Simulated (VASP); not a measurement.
# MgB4C (Cmmm) in VASP: further runs

MgB4C is run at these levels: PBE; tasks: single point, relaxation of cell and atoms.

Program: VASP 6.6.1. These are calculated values, not measurements. Logs are shortened: lines on timing, memory, paths and dates and some standing lists are left out, and cuts for length are marked.

### Step 1. The cell of the first run

It takes space group Cmmm (No. 65, orthorhombic). Conventional cell: a = 5.725 Å, b = 8.654 Å, c = 3.622 Å, α = 90.00°, β = 90.00°, γ = 90.00°. Within 2.4 Å of Mg (site symmetry mmm) lie 2 C at 1.81 Å and 4 B at 2.07 Å. B (site symmetry m) has 2 B at 1.64 to 1.98 Å and 1 C at 2.00 Å and 1 Mg at 2.07 Å within 2.2 Å. Within 2.4 Å of C (site symmetry mmm) lie 2 Mg at 1.81 Å and 4 B at 2.00 Å.

### Step 2. Single point, PBE

INCAR reads:

```
SYSTEM = MgB4C
ALGO = Normal
EDIFF = 1E-7
ENCUT = 520
GGA = PE
ISIF = 2
ISMEAR = 0
LASPH = .TRUE.
LCHARG = .FALSE.
LREAL = .FALSE.
LWAVE = .FALSE.
NBANDS = 18
NELM = 100
PREC = Accurate
SIGMA = 0.1
```

KPOINTS reads:

```
k-points
0
G
  4 4 6
  0 0 0
```

POSCAR reads:

```
MgB4C
1.0
    2.8624376692     -4.3268367239      0.0000000000
    2.8624376692      4.3268367239      0.0000000000
    0.0000000000      0.0000000000      3.6219496683
Mg B C
1 4 1
Direct
    0.0000000000      0.0000000000      0.5000000000
    0.7893525221      0.2106474779      0.7730837691
    0.2106474779      0.7893525221      0.7730837691
    0.7893525221      0.2106474779      0.2269162309
    0.2106474779      0.7893525221      0.2269162309
    0.0000000000      0.0000000000      0.0000000000
```

Potentials or basis: VASP PAW PBE potentials, release 64 (Mg, B, C).

The run is started by

```sh
$ cat potpaw_PBE.64/Mg/POTCAR potpaw_PBE.64/B/POTCAR potpaw_PBE.64/C/POTCAR > POTCAR
$ mpirun -np 1 vasp_std > vasp.out
```

OUTCAR:

```text
SYSTEM = MgB4C
   EDIFF = 1E-7
   ENCUT = 520
   GGA = PE
   ISIF = 2
   ISMEAR = 0
   LASPH = .TRUE.
   LREAL = .FALSE.
   NELM = 100
   PREC = Accurate

 ion  position               nearest neighbor table
   1  0.000  0.000  0.500-   6 1.81   6 1.81   4 2.07   5 2.07   2 2.07   3 2.07
   2  0.789  0.211  0.773-   4 1.64   4 1.98   6 2.00   1 2.07
   3  0.211  0.789  0.773-   5 1.64   5 1.98   6 2.00   1 2.07
   4  0.789  0.211  0.227-   2 1.64   2 1.98   6 2.00   1 2.07
   5  0.211  0.789  0.227-   3 1.64   3 1.98   6 2.00   1 2.07
   6  0.000  0.000  0.000-   1 1.81   1 1.81   3 2.00   4 2.00   5 2.00   2 2.00

  LATTYP: Found a base centered orthorhombic cell.
 ALAT       =     5.7248753384
 B/A-ratio  =     1.5115915957
 C/A-ratio  =     0.6326687402

  Lattice vectors:

 A1 = (   2.8624376692,  -4.3268367239,   0.0000000000)
 A2 = (   2.8624376692,   4.3268367239,   0.0000000000)
 A3 = (   0.0000000000,   0.0000000000,   3.6219496683)

Analysis of symmetry for initial positions (statically):
=====================================================================
 Subroutine PRICEL returns:
 Original cell was already a primitive cell.

 Routine SETGRP: Setting up the symmetry group for a
 base centered orthorhombic supercell.

 Subroutine GETGRP returns: Found  8 space group operations
 (whereof  8 operations were pure point group operations)
 out of a pool of  8 trial point group operations.

The static configuration has the point symmetry D_2h.

Analysis of symmetry for dynamics (positions and initial velocities):
=====================================================================
 Subroutine PRICEL returns:
 Original cell was already a primitive cell.

 Routine SETGRP: Setting up the symmetry group for a
 base centered orthorhombic supercell.

 Subroutine GETGRP returns: Found  8 space group operations
 (whereof  8 operations were pure point group operations)
 out of a pool of  8 trial point group operations.

The dynamic configuration has the point symmetry D_2h.

 Subroutine INISYM returns: Found  8 space group operations
 (whereof  8 operations are pure point group operations),
 and found     1 'primitive' translations

----------------------------------------------------------------------------------------

                                     Primitive cell

  volume of cell :      89.7179

  direct lattice vectors                    reciprocal lattice vectors
     2.862437669 -4.326836724  0.000000000     0.174676293 -0.115557862  0.000000000
     2.862437669  4.326836724  0.000000000     0.174676293  0.115557862  0.000000000
     0.000000000  0.000000000  3.621949668     0.000000000  0.000000000  0.276094394

  length of vectors
     5.187973154  5.187973154  3.621949668     0.209440747  0.209440747  0.276094394

  position of ions in fractional coordinates (direct lattice)
     0.000000000  0.000000000  0.500000000
     0.789352522  0.210647478  0.773083769
     0.210647478  0.789352522  0.773083769
     0.789352522  0.210647478  0.226916231
     0.210647478  0.789352522  0.226916231
     0.000000000  0.000000000  0.000000000

  ion indices of the primitive-cell ions
   primitive index   ion index
                 1           1
                 2           2
                 3           3
                 4           4
                 5           5
                 6           6

----------------------------------------------------------------------------------------

 KPOINTS: k-points

Automatic generation of k-mesh.
 Grid dimensions read from file:
 generate k-points for:    4    4    6

 Generating k-lattice:

  Cartesian coordinates                     Fractional coordinates (reciprocal lattice)
     0.043669073 -0.028889465  0.000000000     0.250000000  0.000000000  0.000000000
     0.043669073  0.028889465  0.000000000     0.000000000  0.250000000  0.000000000
     0.000000000  0.000000000  0.046015732     0.000000000  0.000000000  0.166666667

  Length of vectors
     0.052360187  0.052360187  0.046015732

  Shift w.r.t. Gamma in fractional coordinates (k-lattice)
     0.000000000  0.000000000  0.000000000

 Subroutine IBZKPT returns following result:
 ===========================================

 Found     28 irreducible k-points:

 Following reciprocal coordinates:
            Coordinates               Weight
  0.000000  0.000000  0.000000      1.000000
  0.250000  0.000000  0.000000      4.000000
  0.500000  0.000000  0.000000      2.000000
  0.250000  0.250000  0.000000      2.000000
  0.500000  0.250000  0.000000      4.000000
 -0.250000  0.250000  0.000000      2.000000
[... 16 lines left out ...]
  0.250000  0.000000  0.500000      4.000000
  0.500000  0.000000  0.500000      2.000000
 [... further k-points ...]
   k-points           NKPTS =     28   k-points in BZ     NKDIM =     28   number of bands    NBANDS=     18
   number of dos      NEDOS =    301   number of ions     NIONS =      6
   total plane-waves  NPLWV =  44800
   dimension x,y,z NGX =    40 NGY =   40 NGZ =   28
   dimension x,y,z NGXF=    80 NGYF=   80 NGZF=   56
   ions per type =               1   4   1
   NGX,Y,Z   is equivalent  to a cutoff of  12.82, 12.82, 12.85 a.u.
   NGXF,Y,Z  is equivalent  to a cutoff of  25.64, 25.64, 25.70 a.u.
 SYSTEM =  MgB4C
   PREC   = accura    normal or accurate (medium, high low for compatibility)
   ISTART =      0    job   : 0-new  1-cont  2-samecut
   ICHARG =      2    charge: 1-file 2-atom 10-const
   ISPIN  =      1    spin polarized calculation?
   LNONCOLLINEAR =      F non collinear calculations
   LSORBIT =      F    spin-orbit coupling
   LASPH  =      T    aspherical Exc in radial PAW
   ENCUT  =  520.0 eV  38.22 Ry    6.18 a.u.   9.65  9.65  6.73*2*pi/ulx,y,z
   NELM   =    100;   NELMIN=  2; NELMDL= -5     # of ELM steps
   EDIFF  = 0.1E-06   stopping-criterion for ELM
   LREAL  =      F    real-space projection
   EDIFFG = 0.1E-05   stopping-criterion for IOM
   NSW    =      0    number of steps for IOM
   IBRION =     -1    ionic relax: 0-MD 1-quasi-New 2-CG
   NFREE  =      0    steps in history (QN), initial steepest desc. (CG)
   ISIF   =      2    stress and relaxation
   ISYM   =      2    0-nonsym 1-usesym 2-fastsym
   POTIM  = 0.5000    time-step for ionic-motion
   TEBEG  =    0.0;   TEEND  =   0.0 temperature during run
   PSTRESS=    0.0 pullay stress
   NELECT =      18.0000    total number of electrons
   NUPDOWN=      -1.0000    fix difference up-down
   EMIN   =  10.00;   EMAX   =-10.00  energy-range for DOS
   EFERMI =   0.00;   METHOD = LEGACY
   ISMEAR =     0;   SIGMA  =   0.10  broadening in eV -4-tet -1-fermi 0-gaus
   EFERMI_NEDOS =   21; number of points for ismear=-14 and -15
   IALGO  =     38    algorithm
   IMIX   =      4    mixing-type and parameters
     AMIX     =   0.40;   BMIX     =  1.00
     AMIX_MAG =   1.60;   BMIX_MAG =  1.00
  volume/ion in A,a.u.               =      14.95       100.91
  Fermi-wavevector in a.u.,A,eV,Ry     =   0.958384  1.811082 12.496938  0.918499
  Thomas-Fermi vector in A             =   2.087486
   LORBIT       =      0    0 simple, 1 ext, 2 COOP (PROOUT), +10 PAW based schemes
   GGA     = PE    functional components
   LHFCALC =     F    Hartree Fock is set to
   AEXX    =    0.0000 exact exchange contribution
   IVDW    =     0    specifies the selected vdW correction
   LEPSILON=     F    determine dielectric tensor
   LRPA    =     F    only Hartree local field effects (RPA)
 non-spin polarized calculation
 Gauss-broadening in eV      SIGMA  =   0.10
  energy-cutoff  :      520.00
  volume of cell :       89.72
 maximum number of plane-waves:      2439
 NGX is ok and might be reduce to    40
   NGX = 19   NGY = 19   NGZ = 13

 number of electron      17.9999999 magnetization

 Free energy of the ion-electron system (eV)
  ---------------------------------------------------
  ext. energy  EPLUGINS =         0.00000000
  ---------------------------------------------------
  free energy    TOTEN  =       -26.71944766 eV

  energy without entropy =      -26.71483409  energy(sigma->0) =      -26.71714088

 E-fermi :   1.7938     XC(G=0):  -8.3752

 val. band max:        1.7387671903   @ k =  -0.2500   0.2500   0.5000
 cond. band min:       2.0989166623   @ k =   0.5000   0.5000   0.0000
 fundamental gap:      0.3601494720
 Fermi energy:         1.7937816926

 k-point     1 :       0.0000    0.0000    0.0000
  band No.  band energies     occupation
      1     -11.4909      2.00000
      2      -7.8132      2.00000
      3      -5.7082      2.00000
      4      -2.6042      2.00000
      5      -2.2024      2.00000
      6      -2.0296      2.00000
[... 10 lines left out ...]
     17       7.6333      0.00000
     18       8.9030      0.00000

 k-point     2 :       0.2500    0.0000    0.0000
  band No.  band energies     occupation
      1     -11.3990      2.00000
      2      -8.1782      2.00000
      3      -5.4579      2.00000
      4      -2.8295      2.00000
      5      -2.4984      2.00000
      6      -1.9302      2.00000
[... 10 lines left out ...]
     17       8.0198      0.00000
     18       8.8318      0.00000

 k-point     3 :       0.5000    0.0000    0.0000
  band No.  band energies     occupation
      1     -11.2949      2.00000
      2      -8.4996      2.00000
      3      -5.2553      2.00000
      4      -3.1532      2.00000
      5      -2.3687      2.00000
      6      -2.0997      2.00000
[... 10 lines left out ...]
     17       8.6619      0.00000
     18       8.7140      0.00000

 k-point     4 :       0.2500    0.2500    0.0000
  band No.  band energies     occupation
      1     -11.2964      2.00000
      2      -8.4819      2.00000
      3      -5.3874      2.00000
      4      -2.8346      2.00000
      5      -2.4223      2.00000
      6      -1.7580      2.00000
[... 10 lines left out ...]
     17       8.0487      0.00000
     18       8.3167      0.00000

 k-point     5 :       0.5000    0.2500    0.0000
  band No.  band energies     occupation
      1     -11.2125      2.00000
      2      -8.7587      2.00000
      3      -4.8811      2.00000
      4      -3.0654      2.00000
      5      -2.3070      2.00000
      6      -2.1975      2.00000
[... 10 lines left out ...]
     17       8.2393      0.00000
     18       9.3650      0.00000

 k-point     6 :      -0.2500    0.2500    0.0000
  band No.  band energies     occupation
      1     -11.3270      2.00000
      2      -8.4758      2.00000
      3      -4.9196      2.00000
      4      -2.7540      2.00000
      5      -2.7200      2.00000
      6      -2.1859      2.00000
[... 10 lines left out ...]
     17       8.8289      0.00000
     18       9.0486      0.00000

 k-point     7 :       0.5000    0.5000    0.0000
  band No.  band energies     occupation
      1     -11.1172      2.00000
      2      -9.0100      2.00000
      3      -4.2787      2.00000
      4      -3.0788      2.00000
      5      -2.9912      2.00000
      6      -2.1290      2.00000
[... 10 lines left out ...]
     17       8.2185      0.00000
     18       9.7240      0.00000

 k-point     8 :       0.0000    0.0000    0.1667
  band No.  band energies     occupation
      1     -11.2995      2.00000
      2      -7.6498      2.00000
      3      -5.7617      2.00000
      4      -3.8087      2.00000
      5      -2.8013      2.00000
      6      -1.7341      2.00000
[... 10 lines left out ...]
     17       7.3220      0.00000
     18       8.6243      0.00000
[... 229 lines left out ...]
     17       8.0504      0.00000
     18       8.5663      0.00000

 k-point    20 :      -0.2500    0.2500    0.3333
  band No.  band energies     occupation
      1     -10.6846      2.00000
      2      -7.8068      2.00000
      3      -6.0658      2.00000
      4      -4.4322      2.00000
      5      -3.6806      2.00000
      6      -1.7243      2.00000
[... 10 lines left out ...]
     17       7.2676      0.00000
     18       8.5304      0.00000

 k-point    21 :       0.5000    0.5000    0.3333
  band No.  band energies     occupation
      1     -10.5135      2.00000
      2      -8.2632      2.00000
      3      -5.4655      2.00000
      4      -5.1681      2.00000
      5      -3.2281      2.00000
      6      -2.0960      2.00000
[... 10 lines left out ...]
     17       8.4016      0.00000
     18       8.8854      0.00000

 k-point    22 :       0.0000    0.0000    0.5000
  band No.  band energies     occupation
      1     -10.5032      2.00000
      2      -7.0221      2.00000
      3      -6.9109      2.00000
      4      -4.5642      2.00000
      5      -4.0798      2.00000
      6      -1.4680      2.00000
[... 10 lines left out ...]
     17       8.5005      0.00000
     18       8.8106      0.00000

 k-point    23 :       0.2500    0.0000    0.5000
  band No.  band energies     occupation
      1     -10.4379      2.00000
      2      -7.1621      2.00000
      3      -6.8365      2.00000
      4      -4.9535      2.00000
      5      -3.8703      2.00000
      6      -1.4434      2.00000
[... 10 lines left out ...]
     17       8.5795      0.00000
     18       8.7827      0.00000

 k-point    24 :       0.5000    0.0000    0.5000
  band No.  band energies     occupation
      1     -10.3668      2.00000
      2      -7.3939      2.00000
      3      -6.5620      2.00000
      4      -5.4055      2.00000
      5      -3.6723      2.00000
      6      -1.4816      2.00000
[... 10 lines left out ...]
     17       8.1016      0.00000
     18       8.7187      0.00000

 [... further k-points ...]
[... 5 lines left out ...]
  --------------------------------------------------------------------------------------
  -------------------------------------------------------------------------------------
  Total       -0.0629487      0.3048473      0.6485685     -0.0000000      0.0000000      0.0000000
  in kB       -1.1241343      5.4439481     11.5821047     -0.0000000      0.0000000      0.0000000
  external PRESSURE =       5.3006395 kB  Pullay stress =       0.0000000 kB

 VOLUME and BASIS-vectors are now :
 -----------------------------------------------------------------------------
  energy-cutoff  :      520.00
  volume of cell :       89.72
      direct lattice vectors                 reciprocal lattice vectors
     2.862437669 -4.326836724  0.000000000     0.174676293 -0.115557862  0.000000000
     2.862437669  4.326836724  0.000000000     0.174676293  0.115557862  0.000000000
     0.000000000  0.000000000  3.621949668     0.000000000  0.000000000  0.276094394

 POSITION                                       TOTAL-FORCE (eV/Angst)
 -----------------------------------------------------------------------------------
      0.00000      0.00000      1.81097         0.000000      0.000000      0.000000
      2.86244     -2.50396      2.80007         0.000000      0.030055      0.014342
      2.86244      2.50396      2.80007         0.000000     -0.030055      0.014342
      2.86244     -2.50396      0.82188         0.000000      0.030055     -0.014342
      2.86244      2.50396      0.82188         0.000000     -0.030055     -0.014342
      0.00000      0.00000      0.00000        -0.000000      0.000000      0.000000
 -----------------------------------------------------------------------------------
    total drift:                                0.000000      0.000000     -0.000000

  FREE ENERGIE OF THE ION-ELECTRON SYSTEM (eV)
  ---------------------------------------------------
  free  energy   TOTEN  =       -26.7194476635 eV

  energy  without entropy=      -26.7148340916  energy(sigma->0) =      -26.71714088
```

Run time: 41 s. Hardware: 1 thread of Intel Xeon Platinum 8488C (Sapphire Rapids), shared host; peak memory 0.21 GiB.

What came out:

* Free energy: -26.7194 eV
* Pressure: 0.5 GPa
* Largest force: 0.033 eV/Å
* Band gap on the k mesh: zero (band 9 reaches 2.18 eV, above the bottom of band 10 at 1.11 eV)

Forces in eV/Å, atoms in the order of the input:
```
Mg   0.000  0.000  0.000
B    0.000  0.030  0.014
B    0.000 -0.030  0.014
B    0.000  0.030 -0.014
B    0.000 -0.030 -0.014
C    0.000  0.000  0.000
```

Levels at points of the mesh, in eV from the Fermi level:
```
           k point  band 6  band 7  band 8  band 9  band 10  band 11  band 12  band 13
(0.00, 0.00, 0.00)   -3.82   -3.62   -3.18   -2.71     0.99     1.81     2.83     2.96
(0.50, 0.00, 0.00)   -3.89   -3.55   -2.32   -1.43     1.02     1.12     1.27     3.30
(0.50, 0.50, 0.00)   -3.92   -3.50   -3.27    0.31     0.42     0.65     0.81     4.19
(0.00, 0.00, 0.50)   -3.26   -2.16   -1.92   -1.57    -0.69     0.73     2.55     3.08
(0.50, 0.00, 0.50)   -3.28   -3.24   -1.54   -0.29     0.46     1.37     2.07     2.41
(0.50, 0.50, 0.50)   -3.24   -2.95   -2.52   -1.17     1.37     1.39     2.65     2.80
```

(Part 1 of 2 ends here.)
